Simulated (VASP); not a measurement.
A run of VASP 6.6.1:

File INCAR:

```
PREC     = Accurate       # precision mode
ENCUT    = 520            # plane-wave cutoff, eV
EDIFF    = 1E-6           # SCF threshold, eV
ISMEAR   = 0              # smearing method
SIGMA    = 0.1            # smearing width, eV
LREAL    = False          # projectors in reciprocal space
LASPH    = True           # aspherical terms in the spheres
NELM     = 80             # most SCF steps
ALGO     = Normal         # electronic algorithm
ISIF     = 2              # what is computed and relaxed
LWAVE    = False          # write WAVECAR
LCHARG   = True           # write CHGCAR
GGA      = PE             # functional
LELF     = True           # ELF
LVHAR    = True         
NBANDS   = 35             # bands
```

Contents of KPOINTS:

```
Automatic mesh
0
Gamma
  4 4 4
```

The input POSCAR:

```
Zr2Br3Cl
1.0
    3.0088781200     -5.4150509800      0.0000000000
    3.0088781200      5.4150509800      0.0000000000
    0.0000000000      0.0000000000      4.9661756600
Zr Br Cl
2 3 1
Direct
    0.5000000000      0.0000000000      0.5000000000
    0.0000000000      0.5000000000      0.5000000000
    0.6779564000      0.3220436000      0.0000000000
    0.3220436000      0.6779564000      0.0000000000
    0.5000000000      0.5000000000      0.5000000000
    0.0000000000      0.0000000000      0.0000000000
```

Potentials or basis: VASP PAW PBE potentials, release 64 (Zr_sv, Br, Cl).

The run is started by

```console
$ cat potpaw_PBE.64/Zr_sv/POTCAR potpaw_PBE.64/Br/POTCAR potpaw_PBE.64/Cl/POTCAR > POTCAR
$ mpirun -np 1 vasp_std > vasp.out
```

Hardware: 1 thread of Intel(R) Xeon(R) 6975P-C (Granite Rapids), with other jobs on the host.

Estimate the wall time of this run.

It took 79 s on 1 thread of Intel(R) Xeon(R) 6975P-C (Granite Rapids), on a shared host, peak memory 0.34 GiB. Counts: scf iterations 14, k points 21.
